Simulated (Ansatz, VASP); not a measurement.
**One calculation of BeCd2Te3, two programs**

Contents of INCAR:

```
  PREC = Accurate
  ENCUT = 600
  EDIFF = 1E-7
  ISMEAR = 0
  SIGMA = 0.1
  LREAL = F
  LASPH = T
  NELM = 120
  ALGO = Normal
  ISIF = 3
  LWAVE = F
  LCHARG = F
  GGA = PE
  IBRION = 2
  NSW = 90
  EDIFFG = -0.04
  GGA_COMPAT = F
  NELMIN = 4
```

Contents of KPOINTS:

```
Automatic mesh
0
Gamma
  6 6 2
```

File POSCAR:

```
BeCd2Te3
1.0
    3.6827293100      0.0000000000      0.0000000000
    0.0000000000      3.6827293100      0.0000000000
    0.0000000000      0.0000000000     11.0102861500
Be Cd Te
1 2 3
Direct
    0.0000000000      0.0000000000      0.0000000000
    0.0000000000      0.0000000000      0.3342649900
    0.0000000000      0.0000000000      0.6657350100
    0.5000000000      0.5000000000      0.1837450000
    0.5000000000      0.5000000000      0.5000000000
    0.5000000000      0.5000000000      0.8162550000
```

Input for Ansatz:

```yaml
crystal:
  lattice:
    - [3.68272931, 0.0, 0.0]
    - [0.0, 3.68272931, 0.0]
    - [0.0, 0.0, 11.01028615]
  atoms:
    - { symbol: Be, position: [0.0, 0.0, 0.0] }
    - { symbol: Cd, position: [0.0, 0.0, 0.33426499] }
    - { symbol: Cd, position: [0.0, 0.0, 0.66573501] }
    - { symbol: Te, position: [0.5, 0.5, 0.183745] }
    - { symbol: Te, position: [0.5, 0.5, 0.5] }
    - { symbol: Te, position: [0.5, 0.5, 0.816255] }
basis:
  ecutwfc: 420
kpoints:
  mp_grid: { grid: [6, 6, 2] }
hamiltonian:
  xc: pbe
scf:
  occupations: { method: gaussian, width: 0.1 }
  lower_state_search: "off"
output:
  forces: true
  stress: true
  eigenvalues: true
relax:
  adjacent_minimum: "off"
  f_tol: 0.04
  max_steps: 70
  cell: { stress_tol: 0.4 }
```

Change from the starting cell: species swapped into the Al3Ni2Pt type (P4/mmm, No. 123).

Alike in both runs: task relaxation of cell and atoms; functional PBE; k mesh 6 × 6 × 2; occupations gaussian, width 0.1 eV; no spin polarisation.

|  | VASP | Ansatz |
| --- | --- | --- |
| version | VASP 6.6.1 | Ansatz 0.2.0 |
| potentials or method | VASP PAW PBE potentials, release 64 (Be, Cd, Te), cutoff 600 eV | scalar-relativistic, plane waves, PAW |
| valence electrons in the cell | 44 | 90 |

```tsv
	VASP	Ansatz	Ansatz less VASP
gap on the k mesh at the Fermi level, each at its own relaxed structure (eV)	none	none	-
relaxed volume (Å³/atom)	24.57	24.50	-0.062
relaxed length of the cell vector where the two differ most in proportion (Å)	10.944	10.924	-0.0198
```

A gap of «none» marks a metal or a gap that the smearing closes. VASP's potentials hold 44 valence electrons a cell and Ansatz's 90, so a difference there can come from the potentials and not from the codes.

Spin-orbit coupling is off throughout.
